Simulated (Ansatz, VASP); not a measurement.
SnGe7: VASP beside Ansatz

```
Ge Sn
1.0
    -0.00553    5.78978    5.80040
     5.78978   -0.00553    5.80040
     5.78426    5.78426    0.00000
Ge Sn
14 2
Direct
  0.00069 0.00069 0.99931
  0.00069 0.00069 0.49931
  0.01311 0.49534 0.99578
  0.01311 0.49534 0.49578
  0.49534 0.01311 0.99578
  0.49534 0.01311 0.49578
  0.49012 0.49012 0.00988
  0.49012 0.49012 0.50988
  0.12578 0.12578 0.12422
  0.12578 0.12578 0.62422
  0.12499 0.62490 0.12506
  0.12499 0.62490 0.62506
  0.62490 0.12499 0.12506
  0.62490 0.12499 0.62506
  0.62507 0.62507 0.12493
  0.62507 0.62507 0.62493
```

Alike in both runs: functional PBEsol; k mesh 6 × 6 × 6; occupations gaussian, width 0.1 eV; no spin polarisation.

Ansatz relaxed the structure, and its values are those at the end. VASP's run is a single point on that final structure, the one shown.

|  | VASP | Ansatz |
| --- | --- | --- |
| version | VASP 6.6.1 | Ansatz 0.2.0 |
| potentials or method | VASP PAW PBE potentials, release 64 (Ge_d, Sn_d), cutoff 520 eV | scalar-relativistic, plane waves, PAW |
| valence electrons in the cell | 224 | 224 |

Ansatz gave:

| Property | Result |
| --- | --- |
| pressure (GPa) | 0.0 |

Task: Estimate VASP's values.

Result: Pressure (GPa): -0.1.

VASP's potentials were made for PBE, not for PBEsol.
